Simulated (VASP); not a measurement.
**Rb: single point with PBEsol**

Crystal: Rb.

```
CELL_PARAMETERS angstrom
-2.76677 2.68259 2.76677
2.76677 -2.68259 2.76677
2.76677 2.68259 -2.76677
ATOMIC_POSITIONS crystal
Rb 0.00000 0.00000 0.00000
```

This cell differs from its parent crystal: strained.

```json
{
  "Program": "VASP 6.6.1",
  "Task": "single point",
  "Functional": "PBEsol",
  "Potentials or basis": "VASP PAW PBE potentials, release 64 (Rb_sv)",
  "Cutoff": "520 eV",
  "k mesh": "10 × 10 × 10",
  "Occupations": "gaussian, width 0.1 eV",
  "Spin": "no spin polarisation",
  "Dipole correction": "no",
  "Further INCAR settings": "ALGO = Normal; EDIFF = 1e-07; NBANDS = 10"
}
```

| Item | Value |
| --- | --- |
| Pressure | 0.2 GPa |
| Band gap on the k mesh | zero (an odd number of electrons rules out a gap without spin polarisation) |

Levels at points of the mesh, in eV from the Fermi level:
```csv
k point,band 1,band 2,band 3,band 4,band 5,band 6,band 7,band 8,band 9,band 10
"(0.00, 0.00, 0.00)",-28.81,-12.84,-12.84,-12.84,-2.12,3.66,3.83,3.83,4.67,4.91
"(0.50, 0.00, 0.00)",-28.80,-12.98,-12.89,-12.84,0.22,0.89,2.54,4.51,5.40,5.52
"(0.00, 0.50, 0.00)",-28.80,-12.98,-12.88,-12.84,0.17,0.81,2.72,4.39,5.38,5.55
"(0.50, 0.50, 0.50)",-28.79,-12.94,-12.94,-12.93,1.14,1.23,3.41,3.41,3.73,5.37
```

Wall time 52 s on 1 thread of Oxide Virtual Turin-like Processor, on a shared host, peak memory 0.21 GiB.

Caveat: the cell differs from its parent crystal (strained); the PAW data sets were made with another functional, which shifts forces and pressure a little.
